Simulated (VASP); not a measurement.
Input of a VASP 6.6.1 run:

Contents of INCAR:

```
PREC = Accurate
ENCUT = 600
EDIFF = 1E-6
ISMEAR = 0
SIGMA = 0.1
LREAL = F
LASPH = T
NELM = 120
ALGO = Normal
ISIF = 2
LWAVE = F
LCHARG = T
GGA = CA
LELF = T
LVHAR = T
NBANDS = 28
GGA_COMPAT = F
```

KPOINTS

```
Automatic mesh
0
Gamma
  6 6 6
```

POSCAR

```
BaTiO3
1.0
    3.9376230511      0.0000000000      0.0000000000
    0.0000000000      3.9376230511      0.0000000000
    0.0000000000      0.0000000000      3.9376230511
Ba Ti O
1 1 3
Direct
    0.0000000000      0.0000000000      0.0000000000
    0.5000000000      0.5000000000      0.5000000000
    0.5000000000      0.5000000000      0.0000000000
    0.5000000000      0.0000000000      0.5000000000
    0.0000000000      0.5000000000      0.5000000000
```

Potentials or basis: VASP PAW LDA potentials, release 64 (Ba_sv, Ti_sv, O).

Launch:

```sh
$ cat potpaw_LDA.64/Ba_sv/POTCAR potpaw_LDA.64/Ti_sv/POTCAR potpaw_LDA.64/O/POTCAR > POTCAR
$ mpirun -np 1 vasp_std > vasp.out
```

(1) What does it give for the pressure?

(2) What does it give for the band gap on the k mesh?

Answers

(1) 1.9 GPa.

(2) 1.75 eV, indirect (least direct gap 1.84 eV).

Caveat: spin-orbit coupling is left out, which moves the levels of the heavy elements.
